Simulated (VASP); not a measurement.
AlV2C: single point with PBE

AlV2C:

```
CELL_PARAMETERS angstrom
2.90422 0.00000 0.00000
-1.45211 2.51513 0.00000
0.00000 0.00000 13.13483
ATOMIC_POSITIONS crystal
V 0.33333 0.66667 0.91469
V 0.66667 0.33333 0.08531
V 0.66667 0.33333 0.41469
V 0.33333 0.66667 0.58531
Al 0.66667 0.33333 0.75000
Al 0.33333 0.66667 0.25000
C 0.00000 0.00000 0.50000
C 0.00000 0.00000 0.00000
```

```yaml
Program: VASP 6.6.1
Task: single point
Functional: PBE
Potentials_or_basis: VASP PAW PBE potentials, release 64 (V_sv, Al, C)
Cutoff: 520 eV
k_mesh: 11 × 11 × 2
Occupations: fermi-dirac, width 0.05 eV
Spin: collinear spin, ferromagnetic start
Starting_moments: "[2.0, 2.0, 2.0, 2.0, 0.0, 0.0, 0.0, 0.0] μB"
```

```json
{
  "Pressure": "0.3 GPa",
  "Largest force": "0.047 eV/Å",
  "Band gap on the k mesh": "zero (filled and empty bands overlap)",
  "Net moment": "0.00 μB per cell",
  "Valence electrons inside the program's atomic spheres": "V 11.70; Al 0.81; C 2.48"
}
```

Forces on the atoms (eV/Å):
```
V    0.000  0.000 -0.047
V    0.000  0.000  0.047
V    0.000  0.000 -0.047
V    0.000  0.000  0.047
Al   0.000  0.000  0.000
Al   0.000  0.000  0.000
C    0.000  0.000  0.000
C    0.000  0.000  0.000
```

Levels at points of the mesh, in eV from the Fermi level:
Spin up:
| k point | band 29 | band 30 | band 31 | band 32 | band 33 | band 34 | band 35 | band 36 | band 37 | band 38 |
| --- | --- | --- | --- | --- | --- | --- | --- | --- | --- | --- |
| (0.00, 0.00, 0.00) | -0.88 | -0.59 | -0.27 | -0.27 | -0.25 | -0.25 | 0.57 | 0.57 | 0.61 | 0.61 |
| (0.00, 0.00, 0.50) | -0.71 | -0.71 | -0.26 | -0.26 | -0.26 | -0.26 | 0.59 | 0.59 | 0.59 | 0.59 |
Spin down:
```
           k point  band 31  band 32  band 33  band 34  band 35  band 36
(0.00, 0.00, 0.00)    -0.27    -0.27    -0.25    -0.25     0.57     0.57
(0.00, 0.00, 0.50)    -0.26    -0.26    -0.26    -0.26     0.59     0.59
```

Wall time 7.7 min on 1 thread of Intel Xeon 8259CL, with other jobs on the host, peak memory 0.4 GiB.
